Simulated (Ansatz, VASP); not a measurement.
# Two plane-wave programs on Sn

```xyz
2
Lattice="0.0000 3.2333 3.2333 3.2333 0.0000 3.2333 3.2333 3.2333 0.0000" Properties=species:S:1:pos:R:3 pbc="T T T"
Sn    0.0000    0.0000    0.0000
Sn    1.6167    1.6167    1.6167
```

Alike in both runs: task single point; functional PBE; k mesh 7 × 7 × 7; no spin polarisation.

|  | VASP | Ansatz |
| --- | --- | --- |
| version | VASP 6.6.1 | Ansatz 0.2.0 |
| potentials or method | VASP PAW PBE potentials, release 64 (Sn_d) | plane waves, PAW |
| plane-wave cutoff (eV) | 500 | 420 |
| occupations | methfessel-paxton of order 1, width 0.1 eV | cold, width 0.1 eV |
| valence electrons in the cell | 28 | 28 |

|  | VASP | Ansatz | Ansatz less VASP |
| --- | --- | --- | --- |
| pressure (GPa) | 3.8 | 3.8 | +0.05 |
